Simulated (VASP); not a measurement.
# RuW19 in VASP: single point with PBE

Aim: the single point of RuW19 with PBE.

All numbers are computed with VASP 6.6.1; they aren't measurements. Logs are shortened: lines on timing, memory, paths and dates and some standing lists are left out, and cuts for length are marked.

### Step 1. The cell of the first run

The cell holds a slab with vacuum, 20 atoms: a = 5.514 Å, b = 5.514 Å, c = 21.005 Å, α = 90.00°, β = 90.00°, γ = 109.47°.

### Step 2. Single point, PBE

Input file INCAR:

```
  PREC = Accurate
  ENCUT = 400
  EDIFF = 1E-6
  ISMEAR = 1
  SIGMA = 0.1
  LREAL = F
  LASPH = T
  NELM = 120
  ALGO = Normal
  ISIF = 2
  LWAVE = F
  LCHARG = F
  LDIPOL = T
  IDIPOL = 3
  DIPOL = 0.5 0.5 0.500
  GGA = PE
  NBANDS = 156
  GGA_COMPAT = F
  NELMDL = -8
```

Input file KPOINTS:

```
regular mesh
0
Gamma
  5 5 1
```

Input file POSCAR:

```
RuW19
1.0
    5.5143580671      0.0000000118      0.0000000000
   -1.8381193110      5.1989866600      0.0000000000
    0.0000000000      0.0000000000     21.0048631044
W Ru
19 1
Direct
    0.0000000000      0.0000000000      0.2895970590
    1.0000000000      0.5000000000      0.2898993353
    0.5000000000      0.0000000000      0.2898993353
    0.5000000000      0.5000000000      0.2898022731
    0.2496802894      0.2496802894      0.3926230719
    0.2499449761      0.7500550239      0.3925462111
    0.7500550239      0.2499449761      0.3925462111
    0.7503197106      0.7503197106      0.3926230719
    0.5000000000      0.5000000000      0.4998694892
    0.5000000000      0.0000000000      0.5003415033
    1.0000000000      0.5000000000      0.5003415033
    0.0000000000      0.0000000000      0.5003294782
    0.7471074728      0.7471074728      0.6074879416
    0.7516045514      0.2483954486      0.6082212967
    0.2483954486      0.7516045514      0.6082212967
    0.2528925272      0.2528925272      0.6074879416
    0.0000000000      0.5000000000      0.7113594951
    0.5000000000      0.0000000000      0.7113594951
    0.5000000000      0.5000000000      0.7090169649
    0.0000000000      0.0000000000      0.7064558961
```

Potentials or basis: VASP PAW PBE potentials, release 64 (W_sv, Ru_pv).

Started as:

```bash
$ cat potpaw_PBE.64/W_sv/POTCAR potpaw_PBE.64/Ru_pv/POTCAR > POTCAR
$ mpirun -np 1 vasp_std > vasp.out
```

OUTCAR:

```text
PREC = Accurate
   ENCUT = 400
   EDIFF = 1E-6
   ISMEAR = 1
   LREAL = F
   LASPH = T
   NELM = 120
   ISIF = 2
   GGA = PE
   NELMDL = -8

 ion  position               nearest neighbor table
   1  0.000  0.000  0.290-   5 2.69   8 2.69   3 2.76   3 2.76   2 2.76   2 2.76   7 3.12   6 3.12
                             4 3.18   4 3.18
   2  0.000  0.500  0.290-   6 2.68   7 2.68   4 2.76   4 2.76   1 2.76   1 2.76   5 3.12   8 3.12
                             3 3.18   3 3.18
   3  0.500  0.000  0.290-   6 2.68   7 2.68   4 2.76   4 2.76   1 2.76   1 2.76   5 3.12   8 3.12
                             2 3.18   2 3.18
   4  0.500  0.500  0.290-   5 2.68   8 2.68   2 2.76   2 2.76   3 2.76   3 2.76   7 3.12   6 3.12
                             1 3.18   1 3.18
   5  0.250  0.250  0.393-   4 2.68   1 2.69   7 2.76   6 2.76   7 2.76   6 2.76   9 2.76  12 2.77
                             3 3.12   2 3.12   8 3.18   8 3.19  10 3.19  11 3.19
   6  0.250  0.750  0.393-   3 2.68   2 2.68   8 2.76   5 2.76   8 2.76   5 2.76  10 2.77  11 2.77
                             4 3.12   1 3.12   7 3.18   7 3.18   9 3.19  12 3.19
   7  0.750  0.250  0.393-   3 2.68   2 2.68   5 2.76   8 2.76   5 2.76   8 2.76  10 2.77  11 2.77
                             4 3.12   1 3.12   6 3.18   6 3.18   9 3.19  12 3.19
   8  0.750  0.750  0.393-   4 2.68   1 2.69   6 2.76   7 2.76   6 2.76   7 2.76   9 2.76  12 2.77
                             3 3.12   2 3.12   5 3.18   5 3.19  10 3.19  11 3.19
   9  0.500  0.500  0.500-  13 2.75  16 2.75  11 2.76  11 2.76  10 2.76  10 2.76   5 2.76   8 2.76
[... 9 lines left out ...]
  14  0.752  0.248  0.608-  18 2.69  17 2.69  16 2.76  13 2.76  16 2.76  13 2.76  10 2.77  11 2.77
                            20 3.04  19 3.10  15 3.18  15 3.18  12 3.18   9 3.21
  15  0.248  0.752  0.608-  18 2.69  17 2.69  13 2.76  16 2.76  13 2.76  16 2.76  10 2.77  11 2.77
                            20 3.04  19 3.10  14 3.18  14 3.18  12 3.18   9 3.21
  16  0.253  0.253  0.607-  20 2.63  19 2.65   9 2.75  14 2.76  15 2.76  14 2.76  15 2.76  12 2.77
                            17 3.14  18 3.14  13 3.15  11 3.18  10 3.18  13 3.22
  17  0.000  0.500  0.711-  14 2.69  15 2.69  19 2.76  19 2.76  20 2.76  20 2.76  13 3.14  16 3.14
                            18 3.18  18 3.18
  18  0.500  0.000  0.711-  14 2.69  15 2.69  19 2.76  19 2.76  20 2.76  20 2.76  13 3.14  16 3.14
                            17 3.18  17 3.18
  19  0.500  0.500  0.709-  13 2.65  16 2.65  17 2.76  17 2.76  18 2.76  18 2.76  15 3.10  14 3.10
                            20 3.18  20 3.18
  20  0.000  0.000  0.706-  13 2.63  16 2.63  18 2.76  18 2.76  17 2.76  17 2.76  15 3.04  14 3.04
                            19 3.18  19 3.18

  LATTYP: Found a base centered orthorhombic cell.
 ALAT       =     6.3674322773
 B/A-ratio  =     1.4142135463
 C/A-ratio  =     3.2987964677

  Lattice vectors:

 A1 = (   5.5143580671,   0.0000000118,   0.0000000000)
 A2 = (  -1.8381193110,   5.1989866600,   0.0000000000)
 A3 = (   0.0000000000,   0.0000000000,  21.0048631044)

Analysis of symmetry for initial positions (statically):
=====================================================================
 Subroutine PRICEL returns:
 Original cell was already a primitive cell.

 Routine SETGRP: Setting up the symmetry group for a
 base centered orthorhombic supercell.

 Subroutine GETGRP returns: Found  4 space group operations
 (whereof  4 operations were pure point group operations)
 out of a pool of  8 trial point group operations.

The static configuration has the point symmetry C_2v.

Analysis of symmetry for dynamics (positions and initial velocities):
=====================================================================
 Subroutine PRICEL returns:
 Original cell was already a primitive cell.

 Routine SETGRP: Setting up the symmetry group for a
 base centered orthorhombic supercell.

 Subroutine GETGRP returns: Found  4 space group operations
 (whereof  4 operations were pure point group operations)
 out of a pool of  8 trial point group operations.

The dynamic configuration has the point symmetry C_2v.

 Subroutine INISYM returns: Found  4 space group operations
 (whereof  4 operations are pure point group operations),
 and found     1 'primitive' translations

----------------------------------------------------------------------------------------

                                     Primitive cell

  volume of cell :     602.1900

  direct lattice vectors                    reciprocal lattice vectors
     5.514358067  0.000000012  0.000000000     0.181344771  0.064115057  0.000000000
    -1.838119311  5.198986660  0.000000000    -0.000000000  0.192345175  0.000000000
     0.000000000  0.000000000 21.004863104     0.000000000  0.000000000  0.047608023

  length of vectors
     5.514358067  5.514358067 21.004863104     0.192345175  0.192345175  0.047608023

[... 70 lines left out ...]

 Following reciprocal coordinates:
            Coordinates               Weight
  0.000000  0.000000  0.000000      1.000000
  0.200000  0.000000  0.000000      4.000000
  0.400000  0.000000  0.000000      4.000000
  0.200000  0.200000  0.000000      2.000000
  0.400000  0.200000  0.000000      4.000000
 -0.400000  0.200000  0.000000      4.000000
 -0.200000  0.200000  0.000000      2.000000
  0.400000  0.400000  0.000000      2.000000
 -0.400000  0.400000  0.000000      2.000000
   k-points           NKPTS =      9   k-points in BZ     NKDIM =      9   number of bands    NBANDS=    156
   number of dos      NEDOS =    301   number of ions     NIONS =     20
   total plane-waves  NPLWV = 181440
   dimension x,y,z NGX =    36 NGY =   36 NGZ =  140
   dimension x,y,z NGXF=    72 NGYF=   72 NGZF=  280
   ions per type =              19   1
   NGX,Y,Z   is equivalent  to a cutoff of  10.85, 10.85, 11.08 a.u.
   NGXF,Y,Z  is equivalent  to a cutoff of  21.71, 21.71, 22.16 a.u.
 SYSTEM =  unknown system
   PREC   = accura    normal or accurate (medium, high low for compatibility)
   ISTART =      0    job   : 0-new  1-cont  2-samecut
   ICHARG =      2    charge: 1-file 2-atom 10-const
   ISPIN  =      1    spin polarized calculation?
   LNONCOLLINEAR =      F non collinear calculations
   LSORBIT =      F    spin-orbit coupling
   LASPH  =      T    aspherical Exc in radial PAW
   ENCUT  =  400.0 eV  29.40 Ry    5.42 a.u.   8.99  8.99 34.25*2*pi/ulx,y,z
   NELM   =    120;   NELMIN=  2; NELMDL= -8     # of ELM steps
   EDIFF  = 0.1E-05   stopping-criterion for ELM
   LREAL  =      F    real-space projection
   EDIFFG = 0.1E-04   stopping-criterion for IOM
   NSW    =      0    number of steps for IOM
   IBRION =     -1    ionic relax: 0-MD 1-quasi-New 2-CG
   NFREE  =      0    steps in history (QN), initial steepest desc. (CG)
   ISIF   =      2    stress and relaxation
   ISYM   =      2    0-nonsym 1-usesym 2-fastsym
   POTIM  = 0.5000    time-step for ionic-motion
   TEBEG  =    0.0;   TEEND  =   0.0 temperature during run
   PSTRESS=    0.0 pullay stress
   NELECT =     280.0000    total number of electrons
   NUPDOWN=      -1.0000    fix difference up-down
   EMIN   =  10.00;   EMAX   =-10.00  energy-range for DOS
   EFERMI =   0.00;   METHOD = LEGACY
   ISMEAR =     1;   SIGMA  =   0.10  broadening in eV -4-tet -1-fermi 0-gaus
   EFERMI_NEDOS =   21; number of points for ismear=-14 and -15
   IALGO  =     38    algorithm
   IMIX   =      4    mixing-type and parameters
     AMIX     =   0.40;   BMIX     =  1.00
     AMIX_MAG =   1.60;   BMIX_MAG =  1.00
  volume/ion in A,a.u.               =      30.11       203.19
  Fermi-wavevector in a.u.,A,eV,Ry     =   1.268283  2.396708 21.885556  1.608543
  Thomas-Fermi vector in A             =   2.401386
   LORBIT       =      0    0 simple, 1 ext, 2 COOP (PROOUT), +10 PAW based schemes
   GGA     = PE    functional components
   LHFCALC =     F    Hartree Fock is set to
   AEXX    =    0.0000 exact exchange contribution
   IVDW    =     0    specifies the selected vdW correction
   LEPSILON=     F    determine dielectric tensor
   LRPA    =     F    only Hartree local field effects (RPA)
 non-spin polarized calculation
 Methfessel and Paxton  Order N= 1 SIGMA  =   0.10
  energy-cutoff  :      400.00
  volume of cell :      602.19
 maximum number of plane-waves:     10986
   NGX = 17   NGY = 17   NGZ = 69

 dipolmoment           0.000000      0.000000      0.077573 electrons x Angstroem

 number of electron     280.0000008 magnetization

 dipolmoment           0.000000      0.000000     -0.007980 electrons x Angstroem

 Free energy of the ion-electron system (eV)
  ---------------------------------------------------
  ext. energy  EPLUGINS =         0.00000000
  ---------------------------------------------------
  free energy    TOTEN  =      -243.62341464 eV

  energy without entropy =     -243.60449736  energy(sigma->0) =     -243.61710888

 E-fermi :   3.8754     XC(G=0):  -8.1730

 val. band max:        3.8495866572   @ k =  -0.2000   0.2000   0.0000
 cond. band min:       3.8773924412   @ k =  -0.4000   0.2000   0.0000
 fundamental gap:      0.0278057840
 Fermi energy:         3.8753740033

 k-point     1 :       0.0000    0.0000    0.0000
  band No.  band energies     occupation
      1     -70.4382      2.00000
      2     -70.3940      2.00000
      3     -70.3629      2.00000
      4     -70.3462      2.00000
      5     -70.3271      2.00000
      6     -70.3071      2.00000
[... 1384 lines left out ...]
    151       4.2495     -0.00000
    152       4.2988     -0.00000
 [bands above 152 left out]

------------------------ aborting loop because EDIFF is reached ----------------------------------------

 vacuum level on the upper side and lower side of the slab       (xc-potential included)        -0.371        -0.331

  FORCE on cell =-STRESS in cart. coord.  units (eV):
  Direction    XX          YY          ZZ          XY          YZ          ZX
  --------------------------------------------------------------------------------------
  -------------------------------------------------------------------------------------
  Total      -12.5569762    -14.8159256      0.5601962     -3.1946370      0.0000000      0.0000000
  in kB      -33.4088965    -39.4190224      1.4904494     -8.4996018      0.0000000      0.0000000
  external PRESSURE =     -23.7791565 kB  Pullay stress =       0.0000000 kB

 VOLUME and BASIS-vectors are now :
 -----------------------------------------------------------------------------
  energy-cutoff  :      400.00
  volume of cell :      602.19
      direct lattice vectors                 reciprocal lattice vectors
     5.514358067  0.000000012  0.000000000     0.181344771  0.064115057  0.000000000
    -1.838119311  5.198986660  0.000000000    -0.000000000  0.192345175  0.000000000
     0.000000000  0.000000000 21.004863104     0.000000000  0.000000000  0.047608023

 POSITION                                       TOTAL-FORCE (eV/Angst)
 -----------------------------------------------------------------------------------
      0.00000      0.00000      6.08295         0.000000      0.000000     -0.030102
     -0.91906      2.59949      6.08930         0.000000      0.000000     -0.026652
      2.75718      0.00000      6.08930         0.000000      0.000000     -0.026652
      1.83812      2.59949      6.08726         0.000000      0.000000     -0.025931
      0.91788      1.29808      8.24699         0.001552      0.002194      0.007245
     -0.00040      3.89953      8.24538         0.005778     -0.004085     -0.006246
[... 12 lines left out ...]
      1.83812      2.59949     14.89280         0.000000      0.000000      0.033138
      0.00000      0.00000     14.83901         0.000000      0.000000      0.032524
 -----------------------------------------------------------------------------------
    total drift:                               -0.000001     -0.000002      0.001283

  FREE ENERGIE OF THE ION-ELECTRON SYSTEM (eV)
  ---------------------------------------------------
  free  energy   TOTEN  =      -243.6234146426 eV

  energy  without entropy=     -243.6044973641  energy(sigma->0) =     -243.61710888

 vacuum level on the upper side and lower side of the slab         8.235         8.272
```

It took 61 min on 1 thread of Intel Xeon 8259CL, shared host; peak memory 0.66 GiB.

Results:

| Property | Result |
| --- | --- |
| Free energy | -243.6234 eV |
| Largest force | 0.033 eV/Å |
| Band gap on the k mesh | zero (bands 140 and 141 overlap by 1.28 eV) |

Forces in eV/Å, atoms in the order of the input:
```
W    0.000  0.000 -0.030
W    0.000  0.000 -0.027
W    0.000  0.000 -0.027
W    0.000  0.000 -0.026
W    0.002  0.002  0.007
W    0.006 -0.004 -0.006
W   -0.006  0.004 -0.006
W   -0.002 -0.002  0.007
W    0.000  0.000  0.008
W    0.000  0.000  0.007
W    0.000  0.000  0.007
W    0.000  0.000 -0.009
W    0.003  0.004 -0.011
W    0.002 -0.001 -0.004
W   -0.002  0.001 -0.004
W   -0.003 -0.004 -0.011
W    0.000  0.000  0.029
W    0.000  0.000  0.029
W    0.000  0.000  0.033
Ru   0.000  0.000  0.033
```

Caveat: spin-orbit coupling is left out, which moves the levels of the heavy elements.

The gap in the log of VASP goes by the Fermi energy; the results here count the filled bands.